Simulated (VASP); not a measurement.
The system is Sr.

```
CELL_PARAMETERS angstrom
-2.43500 2.43500 2.43500
2.43500 -2.43500 2.43500
2.43500 2.43500 -2.43500
ATOMIC_POSITIONS crystal
Sr 0.00000 0.00000 0.00000
```

This isn't the form of Sr at room conditions, which is fcc.

```yaml
Program: VASP 6.6.1
Task: relaxation of cell and atoms
Functional: LDA
Potentials_or_basis: VASP PAW LDA potentials, release 64 (Sr_sv)
Cutoff: 600 eV
k_mesh: 10 × 10 × 10
Occupations: fermi-dirac, width 0.05 eV
Spin: no spin polarisation
```

At the start: pressure -1.9 GPa; volume 57.75 Å³/atom.

**Question.** How do energy, volume and symmetry change on relaxing?

**Answer.** Over 20 steps the energy falls by 69.5 meV/atom and the volume is 47.86 Å³/atom (-17.1 %); space group Im-3m (No. 229, to 0.1 Å) before and after.

The path:
```tsv
step	energy change (eV)	largest force (eV/Å)	pressure (GPa)	volume (Å³)
1	0.0000	0.0000	-1.93	57.75
2	-0.0543	0.0000	-1.08	52.12
3	-0.0693	0.0000	-0.14	48.30
4	-0.0695	0.0000	0.01	47.77
5	-0.0695	0.0000	-0.05	47.96
6	-0.0695	0.0000	-0.06	47.96
7	-0.0695	0.0000	-0.05	47.95
8	-0.0695	0.0000	-0.04	47.95
9	-0.0695	0.0000	-0.04	47.95
10	-0.0695	0.0000	-0.04	47.95
11	-0.0695	0.0000	-0.05	47.95
12	-0.0695	0.0000	-0.05	47.94
13	-0.0695	0.0000	-0.06	47.94
14	-0.0695	0.0000	-0.04	47.93
15	-0.0695	0.0000	-0.04	47.91
16	-0.0695	0.0000	-0.04	47.87
17	-0.0695	0.0000	0.01	47.79
18	-0.0695	0.0000	0.02	47.81
19	-0.0695	0.0000	0.02	47.84
20	-0.0695	0.0000	0.00	47.86
```

Final structure:
```
CELL_PARAMETERS angstrom
-2.28712 2.28712 2.28712
2.28712 -2.28712 2.28712
2.28712 2.28712 -2.28712
ATOMIC_POSITIONS crystal
Sr 0.00000 0.00000 0.00000
```

Caveat: the volume moved by over 15 % at a fixed basis, so the end points are rough.
